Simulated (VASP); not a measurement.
The system is In.

```xyz
2
Lattice="0.0000 3.2521 3.2521 3.2521 0.0000 3.2521 3.2521 3.2521 0.0000" Properties=species:S:1:pos:R:3 pbc="T T T"
In   -0.8130   -0.8130   -0.8130
In    0.8130    0.8130    0.8130
```

* Program: VASP 6.6.1
* Task: relaxation of cell and atoms
* Functional: PBE
* Potentials or basis: VASP PAW PBE potentials, release 64 (In_d)
* Cutoff: 600 eV
* k mesh: 11 × 11 × 11
* Occupations: fermi-dirac, width 0.05 eV
* Spin: no spin polarisation

At the start: pressure 3.0 GPa; volume 34.39 Å³/atom.

Question: Where does the relaxation end?

Answer: Over 3 steps the energy falls by 31.8 meV/atom and the volume is 38.18 Å³/atom (+11.0 %); space group Fd-3m (No. 227, to 0.05 Å).

Step by step:
```csv
step,energy change (eV),largest force (eV/Å),pressure (GPa),volume (Å³)
1,0.0000,0.0000,2.97,68.79
2,-0.0627,0.0000,0.30,75.34
3,-0.0636,0.0000,0.00,76.36
```

Final structure:
```xyz
2
Lattice="0.0000 3.3672 3.3672 3.3672 0.0000 3.3672 3.3672 3.3672 0.0000" Properties=species:S:1:pos:R:3 pbc="T T T"
In    5.8927    5.8927    5.8927
In    0.8418    0.8418    0.8418
```
